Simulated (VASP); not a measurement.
# ZnS: single point with PBE

The system is ZnS.

```
CELL_PARAMETERS angstrom
3.17923 0.00000 0.00000
0.00000 3.17923 0.00000
0.00000 0.00000 3.17923
ATOMIC_POSITIONS crystal
Zn 0.00000 0.00000 0.00000
S 0.50000 0.50000 0.50000
```

* Program: VASP 6.6.1
* Task: single point
* Functional: PBE
* Potentials or basis: VASP PAW PBE potentials, release 64 (Zn, S)
* Cutoff: 500 eV
* k mesh: 6 × 6 × 6
* Occupations: fermi-dirac, width 0.02 eV
* Spin: no spin polarisation

```json
{
  "Pressure": "1.1 GPa",
  "Band gap on the k mesh": "zero (band 9 reaches 4.95 eV, above the bottom of band 10 at 4.16 eV)"
}
```

Levels at points of the mesh, in eV from the Fermi level:
| k point | band 6 | band 7 | band 8 | band 9 | band 10 | band 11 | band 12 | band 13 |
| --- | --- | --- | --- | --- | --- | --- | --- | --- |
| (0.00, 0.00, 0.00) | -6.78 | -1.42 | -1.42 | -1.42 | -0.60 | 6.03 | 6.03 | 12.17 |
| (0.50, 0.00, 0.00) | -6.76 | -6.22 | -0.03 | -0.03 | 3.78 | 4.77 | 7.10 | 7.10 |
| (0.50, 0.50, 0.00) | -6.58 | -5.41 | -5.41 | -1.82 | 0.28 | 8.36 | 8.36 | 9.03 |
| (0.50, 0.50, 0.50) | -6.64 | -2.74 | -2.74 | -2.74 | 1.17 | 1.17 | 1.17 | 2.21 |

Wall time 8.3 s on 1 thread of Intel(R) Xeon(R) Platinum 8259CL CPU @ 2.50GHz (Skylake/Cascade Lake) (shared host), peak memory 0.13 GiB.
